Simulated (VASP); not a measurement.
# Hf (I4/mmm) in VASP: further runs

Hf is run at these levels: r2SCAN; tasks: single point.

Everything below comes from runs of VASP 6.6.1. Logs are shortened: lines on timing, memory, paths and dates and some standing lists are left out, and cuts for length are marked.

## Step 1: The cell of the first run

It takes space group I4/mmm (No. 139, tetragonal). The conventional cell has a = 3.429 Å, b = 3.429 Å, c = 3.700 Å, α = 90.00°, β = 90.00°, γ = 90.00°. Hf (site symmetry 4/mmm) has 14 Hf at 3.05 to 3.70 Å within 4.0 Å.

## Step 2: Single point, r2SCAN (strain -0.050 along x and y, +0.025 along z)

File POSCAR:

```
Hf
1.0
   -1.7147500000      1.7147500000      1.8501250000
    1.7147500000     -1.7147500000      1.8501250000
    1.7147500000      1.7147500000     -1.8501250000
Hf
1
Direct
    0.0000000000      0.0000000000      0.0000000000
```

File INCAR.step1:

```
SYSTEM = Hf
ALGO = Normal
EDIFF = 1E-4
ENCUT = 520
GGA = PE
ISMEAR = 0
LASPH = .True.
LCHARG = .False.
LREAL = .False.
LWAVE = .True.
NBANDS = 11
NELM = 100
PREC = Accurate
SIGMA = 0.15
```

File INCAR.step2:

```
SYSTEM = Hf
ALGO = Normal
EDIFF = 1E-6
ENCUT = 520
ISIF = 2
ISMEAR = 0
ISTART = 1
LASPH = .True.
LCHARG = .False.
LMIXTAU = .True.
LREAL = .False.
LWAVE = .False.
METAGGA = R2SCAN
NBANDS = 11
NELM = 100
PREC = Accurate
SIGMA = 0.15
```

File KPOINTS:

```
k-points
0
Gamma
  18 18 18
  0 0 0
```

Potentials or basis: VASP PAW PBE potentials, release 64 (Hf_pv).

Command:

```sh
cat potpaw_PBE.64/Hf_pv/POTCAR > POTCAR
cp INCAR.step1 INCAR
mpirun -np 1 vasp_std > vasp.out
cp INCAR.step2 INCAR
mpirun -np 1 vasp_std > vasp.out
```

OUTCAR:

```text
SYSTEM = Hf
   EDIFF = 1E-6
   ENCUT = 520
   ISIF = 2
   ISMEAR = 0
   ISTART = 1
   LASPH = .True.
   LREAL = .False.
   METAGGA = R2SCAN
   NELM = 100
   PREC = Accurate

 ion  position               nearest neighbor table
   1  0.000  0.000  0.000-

  LATTYP: Found a body centered tetragonal cell.
 ALAT       =     3.4295000000
 C/A-ratio  =     1.0789473684

  Lattice vectors:

 A1 = (  -1.7147500000,   1.7147500000,   1.8501250000)
 A2 = (   1.7147500000,  -1.7147500000,   1.8501250000)
 A3 = (   1.7147500000,   1.7147500000,  -1.8501250000)

Analysis of symmetry for initial positions (statically):
=====================================================================
 Subroutine PRICEL returns:
 Original cell was already a primitive cell.

 Routine SETGRP: Setting up the symmetry group for a
 body centered tetragonal supercell.

 Subroutine GETGRP returns: Found 16 space group operations
 (whereof 16 operations were pure point group operations)
 out of a pool of 16 trial point group operations.

The static configuration has the point symmetry D_4h.

Analysis of symmetry for dynamics (positions and initial velocities):
=====================================================================
 Subroutine PRICEL returns:
 Original cell was already a primitive cell.

 Routine SETGRP: Setting up the symmetry group for a
 body centered tetragonal supercell.

 Subroutine GETGRP returns: Found 16 space group operations
 (whereof 16 operations were pure point group operations)
 out of a pool of 16 trial point group operations.

The dynamic configuration has the point symmetry D_4h.

 Subroutine INISYM returns: Found 16 space group operations
 (whereof 16 operations are pure point group operations),
 and found     1 'primitive' translations

----------------------------------------------------------------------------------------

                                     Primitive cell

  volume of cell :      21.7602

  direct lattice vectors                    reciprocal lattice vectors
    -1.714750000  1.714750000  1.850125000     0.000000000  0.291587695  0.270252010
     1.714750000 -1.714750000  1.850125000     0.291587695  0.000000000  0.270252010
     1.714750000  1.714750000 -1.850125000     0.291587695  0.291587695  0.000000000

  length of vectors
     3.050196328  3.050196328  3.050196328     0.397567017  0.397567017  0.412367273

  position of ions in fractional coordinates (direct lattice)
     0.000000000  0.000000000  0.000000000

  ion indices of the primitive-cell ions
   primitive index   ion index
                 1           1

----------------------------------------------------------------------------------------

 KPOINTS: k-points

Automatic generation of k-mesh.
 Grid dimensions read from file:
 generate k-points for:   18   18   18

 Generating k-lattice:

  Cartesian coordinates                     Fractional coordinates (reciprocal lattice)
     0.000000000  0.016199316  0.015014001     0.055555556 -0.000000000  0.000000000
     0.016199316  0.000000000  0.015014001    -0.000000000  0.055555556  0.000000000
     0.016199316  0.016199316  0.000000000     0.000000000  0.000000000  0.055555556

  Length of vectors
     0.022087056  0.022087056  0.022909293

  Shift w.r.t. Gamma in fractional coordinates (k-lattice)
     0.000000000  0.000000000  0.000000000

 Subroutine IBZKPT returns following result:
 ===========================================

 Found    480 irreducible k-points:

 Following reciprocal coordinates:
            Coordinates               Weight
  0.000000  0.000000  0.000000      1.000000
  0.055556  0.000000 -0.000000      8.000000
  0.111111  0.000000 -0.000000      8.000000
  0.166667  0.000000  0.000000      8.000000
  0.222222  0.000000 -0.000000      8.000000
  0.277778  0.000000  0.000000      8.000000
[... 16 lines left out ...]
 -0.277778  0.055556 -0.000000     16.000000
 -0.222222  0.055556  0.000000     16.000000
 [... further k-points ...]
   k-points           NKPTS =    480   k-points in BZ     NKDIM =    480   number of bands    NBANDS=     11
   number of dos      NEDOS =    301   number of ions     NIONS =      1
   total plane-waves  NPLWV =  13824
   dimension x,y,z NGX =    24 NGY =   24 NGZ =   24
   dimension x,y,z NGXF=    48 NGYF=   48 NGZF=   48
   ions per type =               1
   NGX,Y,Z   is equivalent  to a cutoff of  13.08, 13.08, 13.08 a.u.
   NGXF,Y,Z  is equivalent  to a cutoff of  26.16, 26.16, 26.16 a.u.
 SYSTEM =  Hf
   PREC   = accura    normal or accurate (medium, high low for compatibility)
   ISTART =      1    job   : 0-new  1-cont  2-samecut
   ICHARG =      0    charge: 1-file 2-atom 10-const
   ISPIN  =      1    spin polarized calculation?
   LNONCOLLINEAR =      F non collinear calculations
   LSORBIT =      F    spin-orbit coupling
   LASPH  =      T    aspherical Exc in radial PAW
   ENCUT  =  520.0 eV  38.22 Ry    6.18 a.u.   5.67  5.67  5.67*2*pi/ulx,y,z
[... 32 lines left out ...]
 non-spin polarized calculation
 Gauss-broadening in eV      SIGMA  =   0.15
  energy-cutoff  :      520.00
  volume of cell :       21.76
 maximum number of plane-waves:       603
   NGX = 11   NGY = 11   NGZ = 11

 number of electron      10.0000002 magnetization

 Free energy of the ion-electron system (eV)
  ---------------------------------------------------
  ext. energy  EPLUGINS =         0.00000000
  ---------------------------------------------------
  free energy    TOTEN  =       -44.96197923 eV

  energy without entropy =      -44.94019413  energy(sigma->0) =      -44.95108668

 E-fermi :   4.6724     XC(G=0): -12.3083

 val. band max:        4.6699416453   @ k =   0.3889   0.0556  -0.0000
 cond. band min:       4.6736546145   @ k =   0.4444   0.2222   0.0000
 fundamental gap:      0.0037129692
 Fermi energy:         4.6724423326

 k-point     1 :       0.0000    0.0000    0.0000
  band No.  band energies     occupation
      1     -26.2266      2.00000
      2     -26.2231      2.00000
      3     -26.2231      2.00000
      4      -2.8329      2.00000
      5       6.1903      0.00000
      6       6.1903      0.00000
      7       7.0871      0.00000
      8       8.6813      0.00000
      9       9.8845      0.00000
     10      16.8831      0.00000
     11      17.9370      0.00000

 k-point     2 :       0.0556    0.0000   -0.0000
  band No.  band energies     occupation
      1     -26.2550      2.00000
      2     -26.2313      2.00000
      3     -26.2249      2.00000
      4      -2.7130      2.00000
      5       6.1600      0.00000
      6       6.2112      0.00000
      7       7.0968      0.00000
      8       8.5878      0.00000
      9       9.8224      0.00000
     10      16.8831      0.00000
     11      18.1884      0.00000

 k-point     3 :       0.1111    0.0000   -0.0000
  band No.  band energies     occupation
      1     -26.3407      2.00000
      2     -26.2551      2.00000
      3     -26.2249      2.00000
      4      -2.3633      2.00000
      5       6.0311      0.00000
      6       6.1659      0.00000
      7       7.2522      0.00000
      8       8.3932      0.00000
      9       9.6978      0.00000
     10      16.8831      0.00000
     11      18.7450      0.00000

 k-point     4 :       0.1667    0.0000    0.0000
  band No.  band energies     occupation
      1     -26.4699      2.00000
      2     -26.2913      2.00000
      3     -26.2249      2.00000
      4      -1.8150      2.00000
      5       5.7425      0.00000
      6       5.9424      0.00000
      7       7.7074      0.00000
      8       8.2879      0.00000
      9       9.5973      0.00000
     10      16.8830      0.00000
     11      19.1079      0.00000
[... 239 lines left out ...]
 k-point    22 :      -0.3333    0.0556    0.0000
  band No.  band energies     occupation
      1     -26.8672      2.00000
      2     -26.4077      2.00000
      3     -26.2400      2.00000
      4       0.0863      2.00000
      5       4.8207      0.16219
      6       5.0959      0.00007
      7       8.4529      0.00000
      8       9.8214      0.00000
      9      10.0265      0.00000
     10      16.8825      0.00000
     11      17.8171      0.00000

 k-point    23 :      -0.2778    0.0556   -0.0000
  band No.  band energies     occupation
      1     -26.7171      2.00000
      2     -26.3597      2.00000
      3     -26.2401      2.00000
      4      -0.6392      2.00000
      5       5.0698      0.00018
      6       5.4232      0.00000
      7       8.3522      0.00000
      8       8.8935      0.00000
      9       9.7529      0.00000
     10      16.8829      0.00000
     11      18.7142      0.00000

 k-point    24 :      -0.2222    0.0556    0.0000
  band No.  band energies     occupation
      1     -26.5625      2.00000
      2     -26.3116      2.00000
      3     -26.2396      2.00000
      4      -1.3713      2.00000
      5       5.4261      0.00000
      6       5.7963      0.00000
      7       8.0437      0.00000
      8       8.3352      0.00000
      9       9.6085      0.00000
     10      16.8830      0.00000
     11      19.2864      0.00000

 [... further k-points ...]

------------------------ aborting loop because EDIFF is reached ----------------------------------------

  FORCE on cell =-STRESS in cart. coord.  units (eV):
  Direction    XX          YY          ZZ          XY          YZ          ZX
  --------------------------------------------------------------------------------------
  -------------------------------------------------------------------------------------
  Total        0.0850852      0.0850852      0.6196584      0.0000000     -0.0000000      0.0000000
  in kB        6.2647245      6.2647245     45.6247256      0.0000000     -0.0000000      0.0000000
  external PRESSURE =      19.3847248 kB  Pullay stress =       0.0000000 kB

 VOLUME and BASIS-vectors are now :
 -----------------------------------------------------------------------------
  energy-cutoff  :      520.00
  volume of cell :       21.76
      direct lattice vectors                 reciprocal lattice vectors
    -1.714750000  1.714750000  1.850125000     0.000000000  0.291587695  0.270252010
     1.714750000 -1.714750000  1.850125000     0.291587695  0.000000000  0.270252010
     1.714750000  1.714750000 -1.850125000     0.291587695  0.291587695  0.000000000

 POSITION                                       TOTAL-FORCE (eV/Angst)
 -----------------------------------------------------------------------------------
      0.00000      0.00000      0.00000        -0.000000      0.000000      0.000000
 -----------------------------------------------------------------------------------
    total drift:                                0.000000      0.000000     -0.000000

  FREE ENERGIE OF THE ION-ELECTRON SYSTEM (eV)
  ---------------------------------------------------
  free  energy   TOTEN  =       -44.9619792255 eV

  energy  without entropy=      -44.9401941344  energy(sigma->0) =      -44.95108668
```

Wall time 5.8 min (1 thread of Intel Xeon 8259CL, shared host); peak memory 0.24 GiB.

What came out:

```yaml
Free_energy: -44.9620 eV
Pressure: 1.9 GPa
Band_gap_on_the_k_mesh: zero (bands 5 and 6 overlap by 2.34 eV)
```

Stress tensor (GPa, compression positive):
```
0.63 0.00 0.00
0.00 0.63 0.00
0.00 0.00 4.56
```

Caveat: the cell differs from its parent crystal (strain -0.050 along x and y, +0.025 along z); the PAW data sets were made with another functional, which shifts forces and pressure a little; spin-orbit coupling is left out, which moves the levels of the heavy elements.

## Step 3: Single point, r2SCAN (strain -0.050 along x and y, +0.050 along z)

File POSCAR:

```
Hf
1.0
   -1.7147500000      1.7147500000      1.8952500000
    1.7147500000     -1.7147500000      1.8952500000
    1.7147500000      1.7147500000     -1.8952500000
Hf
1
Direct
    0.0000000000      0.0000000000      0.0000000000
```

File INCAR.step1:

```
PREC     = Accurate       # precision mode
ENCUT    = 520            # plane-wave cutoff, eV
ISMEAR   = 0              # smearing method
SIGMA    = 0.15           # smearing width, eV
LREAL    = False          # projectors in reciprocal space
LASPH    = True           # aspherical terms in the spheres
NELM     = 100            # most SCF steps
NBANDS   = 11             # bands
GGA      = PE             # functional
ALGO     = Normal         # electronic algorithm
EDIFF    = 1E-4           # SCF threshold, eV
LWAVE    = True           # write WAVECAR
LCHARG   = False          # write CHGCAR
```

File INCAR.step2:

```
PREC     = Accurate       # precision mode
ENCUT    = 520            # plane-wave cutoff, eV
EDIFF    = 1E-7           # SCF threshold, eV
ISMEAR   = 0              # smearing method
SIGMA    = 0.15           # smearing width, eV
LREAL    = False          # projectors in reciprocal space
LASPH    = True           # aspherical terms in the spheres
NELM     = 100            # most SCF steps
ALGO     = Normal         # electronic algorithm
ISIF     = 2              # what is computed and relaxed
LWAVE    = False          # write WAVECAR
LCHARG   = True           # write CHGCAR
METAGGA  = R2SCAN         # meta-GGA
LMIXTAU  = True         
LELF     = True           # ELF
LVHAR    = True         
NBANDS   = 11             # bands
ISTART   = 1
```

File KPOINTS:

```
Automatic mesh
0
Gamma
  18 18 18
```

Potentials or basis: VASP PAW PBE potentials, release 64 (Hf_pv).

Command:

```sh
cat potpaw_PBE.64/Hf_pv/POTCAR > POTCAR
cp INCAR.step1 INCAR
mpirun -np 1 vasp_std > vasp.out
cp INCAR.step2 INCAR
mpirun -np 1 vasp_std > vasp.out
```

Run time: 5.9 min. Hardware: 1 thread of Intel Xeon 8259CL, shared host; peak memory 0.24 GiB.

Results (log left out):

| Item | Value |
| --- | --- |
| Free energy | -44.9746 eV |
| Pressure | -0.4 GPa |
| Band gap on the k mesh | zero (bands 5 and 6 overlap by 2.30 eV) |

Stress tensor (GPa, compression positive):
```
-2.11  0.00  0.00
 0.00 -2.11  0.00
 0.00  0.00  3.02
```

Levels at points of the mesh, in eV from the Fermi level:
| k point | band 1 | band 2 | band 3 | band 4 | band 5 | band 6 | band 7 | band 8 | band 9 | band 10 |
| --- | --- | --- | --- | --- | --- | --- | --- | --- | --- | --- |
| (0.00, 0.00, 0.00) | -31.02 | -31.02 | -31.02 | -7.45 | 1.44 | 1.44 | 2.57 | 3.71 | 5.21 | 12.09 |
| (0.50, 0.00, 0.00) | -31.88 | -31.26 | -31.02 | -3.58 | 0.03 | 0.65 | 3.57 | 5.62 | 7.73 | 10.57 |
| (0.50, 0.50, 0.00) | -31.85 | -31.33 | -31.08 | -3.43 | -1.17 | 1.28 | 5.44 | 5.94 | 8.02 | 10.60 |
| (0.50, 0.50, 0.50) | -31.71 | -31.54 | -31.54 | -2.91 | -2.61 | 5.89 | 6.92 | 7.19 | 7.19 | 8.33 |

Caveat: the cell differs from its parent crystal (strain -0.050 along x and y, +0.050 along z); the stress differs along the axes, from -2 to 3 GPa; the PAW data sets were made with another functional, which shifts forces and pressure a little; spin-orbit coupling is left out, which moves the levels of the heavy elements.

## Step 4: Single point, r2SCAN (strain +0.050 along x and y, -0.050 along z)

File POSCAR:

```
Hf
1.0
   -1.8952500000      1.8952500000      1.7147500000
    1.8952500000     -1.8952500000      1.7147500000
    1.8952500000      1.8952500000     -1.7147500000
Hf
1
Direct
    0.0000000000      0.0000000000      0.0000000000
```

File INCAR.step1:

```
PREC = Accurate
ENCUT = 520
ISMEAR = 0
SIGMA = 0.15
LREAL = F
LASPH = T
NELM = 100
NBANDS = 11
GGA = PE
ALGO = Normal
EDIFF = 1E-4
LWAVE = T
LCHARG = F
```

File INCAR.step2:

```
PREC = Accurate
ENCUT = 520
EDIFF = 1E-6
ISMEAR = 0
SIGMA = 0.15
LREAL = F
LASPH = T
NELM = 100
ALGO = Normal
ISIF = 2
LWAVE = F
LCHARG = F
METAGGA = R2SCAN
LMIXTAU = T
NBANDS = 11
ISTART = 1
```

File KPOINTS:

```
regular mesh
0
Gamma
  18 18 18
```

Command:

```sh
cat potpaw_PBE.64/Hf_pv/POTCAR > POTCAR
cp INCAR.step1 INCAR
mpirun -np 1 vasp_std > vasp.out
cp INCAR.step2 INCAR
mpirun -np 1 vasp_std > vasp.out
```

Wall time 4.3 min (1 thread of Intel Xeon Platinum 8259CL at 2.50GHz (Skylake/Cascade Lake), shared host); peak memory 0.25 GiB.

The run converged. Its results:

| Property | Result |
| --- | --- |
| Free energy | -44.8933 eV |
| Pressure | -9.5 GPa |
| Band gap on the k mesh | zero (bands 5 and 6 overlap by 2.06 eV) |

Stress tensor (GPa, compression positive):
```
 -8.71   0.00   0.00
  0.00  -8.71   0.00
  0.00   0.00 -11.06
```

Levels at points of the mesh, in eV from the Fermi level:
| k point | band 1 | band 2 | band 3 | band 4 | band 5 | band 6 | band 7 | band 8 | band 9 | band 10 |
| --- | --- | --- | --- | --- | --- | --- | --- | --- | --- | --- |
| (0.00, 0.00, 0.00) | -31.41 | -31.41 | -31.39 | -7.10 | 0.95 | 2.10 | 2.10 | 3.38 | 4.88 | 12.97 |
| (0.50, 0.00, 0.00) | -32.00 | -31.61 | -31.43 | -3.13 | -0.60 | 0.74 | 4.08 | 5.61 | 7.03 | 9.59 |
| (0.50, 0.50, 0.00) | -32.01 | -31.55 | -31.39 | -3.37 | 0.14 | 0.57 | 3.11 | 4.53 | 6.95 | 9.17 |
| (0.50, 0.50, 0.50) | -31.86 | -31.86 | -31.73 | -2.41 | -2.23 | 5.92 | 5.92 | 6.31 | 6.31 | 6.54 |

Caveat: the cell differs from its parent crystal (strain +0.050 along x and y, -0.050 along z); the cell stands under tension; the PAW data sets were made with another functional, which shifts forces and pressure a little; spin-orbit coupling is left out, which moves the levels of the heavy elements.

## Step 5: Single point, r2SCAN (strain +0.050 along x and y, -0.025 along z)

File POSCAR:

```
Hf
1.0
   -1.8952500000      1.8952500000      1.7598750000
    1.8952500000     -1.8952500000      1.7598750000
    1.8952500000      1.8952500000     -1.7598750000
Hf
1
Direct
    0.0000000000      0.0000000000      0.0000000000
```

File INCAR.step1:

```
SYSTEM = Hf
PREC = Accurate
ENCUT = 520
ISMEAR = 0
SIGMA = 0.15
LREAL = .False.
LASPH = .True.
NELM = 100
NBANDS = 11
GGA = PE
ALGO = Normal
EDIFF = 1E-4
LWAVE = .True.
LCHARG = .False.
```

File INCAR.step2:

```
SYSTEM = Hf
PREC = Accurate
ENCUT = 520
EDIFF = 1E-6
ISMEAR = 0
SIGMA = 0.15
LREAL = .False.
LASPH = .True.
NELM = 100
ALGO = Normal
ISIF = 2
LWAVE = .False.
LCHARG = .False.
METAGGA = R2SCAN
LMIXTAU = .True.
NBANDS = 11
ISTART = 1
```

File KPOINTS:

```
Automatic mesh
0
Gamma
  18 18 18
  0 0 0
```

Command:

```sh
cat potpaw_PBE.64/Hf_pv/POTCAR > POTCAR
cp INCAR.step1 INCAR
mpirun -np 1 vasp_std > vasp.out
cp INCAR.step2 INCAR
mpirun -np 1 vasp_std > vasp.out
```

It took 5.6 min on 1 thread of Intel Xeon Platinum 8259CL at 2.50GHz (Skylake/Cascade Lake), shared host; peak memory 0.25 GiB.

Results (log left out):

```yaml
Free_energy: -44.8440 eV
Pressure: -11.2 GPa
Band_gap_on_the_k_mesh: zero (bands 5 and 6 overlap by 2.19 eV)
```

Stress tensor (GPa, compression positive):
```
-10.24   0.00   0.00
  0.00 -10.24   0.00
  0.00   0.00 -13.20
```

Levels at points of the mesh, in eV from the Fermi level:
```tsv
k point	band 3	band 4	band 5	band 6	band 7	band 8
(0.00, 0.00, 0.00)	-31.51	-7.01	1.11	1.93	1.93	3.53
(0.50, 0.00, 0.00)	-31.53	-3.08	-0.48	0.60	4.00	5.21
(0.50, 0.50, 0.00)	-31.50	-3.26	0.17	0.35	3.25	4.50
(0.50, 0.50, 0.50)	-31.84	-2.29	-2.15	5.94	5.94	6.13
```

Caveat: the cell differs from its parent crystal (strain +0.050 along x and y, -0.025 along z); the cell stands under tension; the PAW data sets were made with another functional, which shifts forces and pressure a little; spin-orbit coupling is left out, which moves the levels of the heavy elements.

## Step 6: Summary

```tsv
cell	gap on the mesh (eV)	pressure (GPa)
a = 3.050 Å, angles 111.6, 111.6, 105.3°, 1 atom	none	1.9
a = 3.078 Å, angles 112.3, 112.3, 104.0°, 1 atom	none	-0.4
a = 3.182 Å, angles 106.9, 106.9, 114.8°, 1 atom	none	-9.5
a = 3.206 Å, angles 107.5, 107.5, 113.4°, 1 atom	none	-11.2
```

Alike in all rows: task single point; level r2SCAN; potentials or basis VASP PAW PBE potentials, release 64 (Hf_pv); no spin polarisation; k mesh 18 × 18 × 18; cutoff (eV) 520; smearing gaussian 0.15 eV.

Caveats: the PAW data sets were made with another functional, which shifts forces and pressure a little; spin-orbit coupling is left out, which moves the levels of the heavy elements; the cell stands under tension (at least some runs); the stress differs along the axes, from -2 to 3 GPa (at least some runs).

Total energies depend on the potentials used, so only differences within one code and one set of settings carry meaning.
